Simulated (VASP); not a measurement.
Set up this calculation in VASP 6.6.1, as the native input.

| Quantity | Value |
| --- | --- |
| Task | single point |
| Functional | r2SCAN |
| Potentials or basis | VASP PAW PBE potentials, release 64 (Ru_pv) |
| Cutoff | 520 eV |
| k mesh | 13 × 13 × 8 |
| Occupations | methfessel-paxton, width 0.1 eV |
| Spin | no spin polarisation |
| Dipole correction | no |
| Further INCAR settings | ALGO = Normal; EDIFF = 1e-07; NBANDS = 21 |

Crystal: Ru.

```
CELL_PARAMETERS angstrom
2.70595 0.00000 0.00000
-1.35297 2.34342 0.00000
0.00000 0.00000 4.25791
ATOMIC_POSITIONS crystal
Ru 0.33333 0.66667 0.25000
Ru 0.66667 0.33333 0.75000
```

One way to write it, as run:

POSCAR

```
Ru
1.0
    2.7059477279      0.0000000000      0.0000000000
   -1.3529738639      2.3434194737      0.0000000000
    0.0000000000      0.0000000000      4.2579056513
Ru
2
Direct
    0.3333333333      0.6666666667      0.2500000000
    0.6666666667      0.3333333333      0.7500000000
```

INCAR.step1

```
SYSTEM = Ru
PREC = Accurate
ENCUT = 520
ISMEAR = 1
SIGMA = 0.1
LREAL = .FALSE.
LASPH = .TRUE.
NELM = 80
NBANDS = 21
GGA = PE
ALGO = Normal
EDIFF = 1E-4
LWAVE = .TRUE.
LCHARG = .FALSE.
```

INCAR.step2

```
SYSTEM = Ru
PREC = Accurate
ENCUT = 520
EDIFF = 1E-7
ISMEAR = 1
SIGMA = 0.1
LREAL = .FALSE.
LASPH = .TRUE.
NELM = 80
ALGO = Normal
ISIF = 2
LWAVE = .FALSE.
LCHARG = .TRUE.
METAGGA = R2SCAN
LMIXTAU = .TRUE.
LELF = .TRUE.
LVHAR = .TRUE.
NBANDS = 21
ISTART = 1
```

KPOINTS

```
regular mesh
0
G
  13 13 8
  0 0 0
```

Potentials or basis: VASP PAW PBE potentials, release 64 (Ru_pv).

Run with:

```bash
$ cat potpaw_PBE.64/Ru_pv/POTCAR > POTCAR
$ cp INCAR.step1 INCAR
$ mpirun -np 1 vasp_std > vasp.out
$ cp INCAR.step2 INCAR
$ mpirun -np 1 vasp_std > vasp.out
```

It gave:

- Pressure: 1.3 GPa
- Band gap on the k mesh: zero (bands 14 and 15 overlap by 3.25 eV)

Caveat: the PAW data sets were made with another functional, which shifts forces and pressure a little.

It took 2.6 min on 1 thread of Intel(R) Xeon(R) Platinum 8559C (Emerald Rapids), with other jobs on the host, peak memory 0.17 GiB.
